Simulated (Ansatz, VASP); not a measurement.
## NiO2 in VASP and in Ansatz

```
Ni O
1.0
     2.76278    0.00000    0.00000
    -1.38139    2.39264    0.00000
     0.00000    0.00000    4.20614
Ni O
1 2
Direct
  0.00000 0.00000 0.50000
  0.66667 0.33333 0.74240
  0.33333 0.66667 0.25760
```

Alike in both runs: task single point; functional LDA; k mesh 12 × 12 × 6; occupations gaussian, width 0.05 eV; no spin polarisation.

|  | VASP | Ansatz |
| --- | --- | --- |
| version | VASP 6.6.1 | Ansatz 0.2.0 |
| potentials or method | VASP PAW LDA potentials, release 64 (Ni, O), cutoff 520 eV | scalar-relativistic, plane waves, PAW |
| valence electrons in the cell | 22 | 30 |

```csv
,VASP,Ansatz,Ansatz less VASP
gap on the k mesh at the Fermi level (eV),0.54,0.57,+0.035
least direct gap on the mesh (eV),0.65,0.68,+0.031
pressure (GPa),-13.6,-14.5,-0.87
"traceless stress, the component that is largest in VASP (GPa)",-5.83,-5.58,+0.248
rms of the force components (eV/Å),0.815,0.863,+0.0475
```

LDA's correlation is that of Perdew and Zunger in VASP and of Perdew and Wang (1992) in Ansatz. Atom by atom the forces differ by 0.047 eV/Å (rms over components). VASP's potentials hold 22 valence electrons a cell and Ansatz's 30, so a difference there can come from the potentials and not from the codes.
